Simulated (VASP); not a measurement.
# In3GaN4: single point with PBEsol

In3GaN4:

```xyz
16
Lattice="6.9573 0.0000 0.0000 -3.4787 6.0252 0.0000 0.0000 0.0000 5.6413" Properties=species:S:1:pos:R:3 pbc="T T T"
In   -1.7088    5.0034    2.8109
In    1.7088    5.0034    2.8109
In    0.0000    2.0437    2.8109
In    3.4787    3.9816    5.6315
In    1.7699    1.0218    5.6315
In    5.1875    1.0218    5.6315
Ga    3.4787    2.0084    2.8189
Ga    0.0000    4.0168    5.6396
N    -1.6329    4.9596    4.9983
N     1.6329    4.9596    4.9983
N     0.0000    2.1313    4.9983
N     3.4787    2.0084    4.7810
N     0.0000    4.0168    1.9603
N     3.4787    3.8939    2.1776
N     1.8458    1.0657    2.1776
N     5.1116    1.0657    2.1776
```

```json
{
  "Program": "VASP 6.6.1",
  "Task": "single point",
  "Functional": "PBEsol",
  "Potentials or basis": "VASP PAW PBE potentials, release 64 (In_d, Ga_d, N)",
  "Cutoff": "520 eV",
  "k mesh": "6 × 6 × 6",
  "Occupations": "gaussian, width 0.01 eV",
  "Spin": "no spin polarisation",
  "Dipole correction": "no",
  "Further INCAR settings": "LREAL = Auto; ALGO = Normal; EDIFF = 1e-06; NBANDS = 86"
}
```

The pressure is -3.9 GPa, the largest force is 0.031 eV/Å and the band gap on the k mesh is zero (filled and empty bands touch).

Forces in eV/Å, atoms in the order of the input:
```
In  -0.015  0.009  0.005
In   0.015  0.009  0.005
In   0.000 -0.018  0.005
In   0.000  0.018  0.005
In  -0.015 -0.009  0.005
In   0.015 -0.009  0.005
Ga   0.000  0.000  0.005
Ga   0.000  0.000  0.005
N    0.014 -0.008  0.004
N   -0.014 -0.008  0.004
N    0.000  0.016  0.004
N    0.000  0.000 -0.031
N    0.000  0.000 -0.031
N    0.000 -0.016  0.004
N    0.014  0.008  0.004
N   -0.014  0.008  0.004
```

Levels at points of the mesh, in eV from the Fermi level:
| k point | band 69 | band 70 | band 71 | band 72 | band 73 | band 74 | band 75 | band 76 |
| --- | --- | --- | --- | --- | --- | --- | --- | --- |
| (0.00, 0.00, 0.00) | -0.67 | -0.09 | -0.01 | 0.00 | 0.00 | 2.83 | 3.77 | 3.77 |
| (0.50, 0.00, 0.00) | -0.62 | -0.61 | -0.40 | -0.38 | 2.43 | 2.59 | 4.39 | 4.45 |
| (0.00, 0.00, 0.50) | -0.43 | -0.43 | -0.43 | -0.43 | 2.30 | 2.30 | 3.52 | 3.52 |
| (0.50, 0.00, 0.50) | -1.12 | -1.12 | -0.90 | -0.90 | 3.28 | 3.28 | 3.85 | 3.85 |

Wall time 13 min on 1 thread of AMD EPYC 9R45 96-Core Processor (Zen 5), with other jobs on the host, peak memory 0.53 GiB.

Caveat: the cell stands under tension; semilocal functionals underestimate gaps, and a narrow one can read as zero; the PAW data sets were made with another functional, which shifts forces and pressure a little; spin-orbit coupling is left out, which moves the levels of the heavy elements.
